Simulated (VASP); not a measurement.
Runs of VASP 6.6.1 on Zr. The structure is that of space group Im-3m (No. 229), or close to it. The cells are those of the table. 

| task | level | cell | cutoff (eV) | gap on the mesh (eV) | pressure (GPa) | relaxed volume (Å³/atom) |
| --- | --- | --- | --- | --- | --- | --- |
| relaxation of cell and atoms | revPBE | relaxed from a = 3.071 Å, angles 109.5°, 1 atom | 600 | none | 0.0 | (a) |
| relaxation of cell and atoms | PBE | relaxed from a = 3.071 Å, angles 109.5°, 1 atom | 600 | none | 0.0 | 22.82 |
| single point | PBE | a = 3.094 Å, angles 109.5°, 1 atom | 520 | none | 0.0 | - |
| single point | revPBE | a = 3.114 Å, angles 109.5°, 1 atom | 520 | none | 0.0 | - |
| single point | PBE | a = 3.095 Å, angles 109.5°, 1 atom | 520 | none | 0.0 | - |

Alike in all rows: potentials or basis VASP PAW PBE potentials, release 64 (Zr_sv); no spin polarisation; k mesh 13 × 13 × 13; smearing fermi-dirac 0.05 eV.

Estimate the missing entries.

(a) 23.25.

Caveats: the PAW data sets were made with another functional, which shifts forces and pressure a little (some runs).

A k mesh can miss the band edges, and the runs leave out spin-orbit coupling on Zr.

A gap of «none» marks levels without a gap at the run's occupations.
